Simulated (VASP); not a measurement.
**Ta6H: single point with PBE**

Slab: Ta6H, a slab with vacuum.

```
Ta H
1.0
     4.69373    0.00000    0.00000
    -2.34686    4.06489    0.00000
     0.00000    0.00000   19.98819
Ta H
6 1
Direct
  0.66667 0.33333 0.20012
  0.33333 0.66667 0.24805
  0.00000 0.00000 0.29599
  0.66667 0.33333 0.34018
  0.33333 0.66667 0.38197
  0.00000 0.00000 0.42466
  0.44444 0.11111 0.42791
```

```yaml
Program: VASP 6.6.1
Task: single point
Functional: PBE
Potentials_or_basis: VASP PAW PBE potentials, release 64 (Ta_pv, H)
Cutoff: 520 eV
k_mesh: 6 × 6 × 1
Occupations: gaussian, width 0.1 eV
Spin: no spin polarisation
```

```yaml
Largest_force: 2.059 eV/Å
```

Forces on the atoms (eV/Å):
```
Ta  -0.014 -0.106  1.805
Ta   0.007 -0.037 -0.162
Ta  -0.094 -0.038 -2.057
Ta   0.089  0.211  0.008
Ta  -0.427  0.090  0.129
Ta  -0.358  0.345  0.269
H    0.798 -0.464  0.009
```

Levels at points of the mesh, in eV from the Fermi level:
| k point | band 29 | band 30 | band 31 | band 32 | band 33 | band 34 | band 35 | band 36 | band 37 | band 38 |
| --- | --- | --- | --- | --- | --- | --- | --- | --- | --- | --- |
| (0.00, 0.00, 0.00) | -1.28 | -1.16 | -1.00 | -0.47 | -0.41 | -0.03 | 0.14 | 0.21 | 0.22 | 1.96 |
| (0.50, 0.00, 0.00) | -1.55 | -1.02 | -0.95 | -0.93 | -0.31 | -0.09 | 0.22 | 0.66 | 0.79 | 1.15 |
| (0.00, 0.50, 0.00) | -1.52 | -0.98 | -0.96 | -0.58 | -0.31 | 0.16 | 0.23 | 0.77 | 0.94 | 1.14 |
| (0.50, 0.50, 0.00) | -1.48 | -1.10 | -0.97 | -0.63 | -0.37 | 0.03 | 0.20 | 0.67 | 0.84 | 1.14 |

Wall time 14 min on 1 thread of Intel(R) Xeon(R) Platinum 8259CL CPU @ 2.50GHz (Skylake/Cascade Lake) (shared host), peak memory 0.6 GiB.

Caveat: spin-orbit coupling is left out, which moves the levels of the heavy elements.
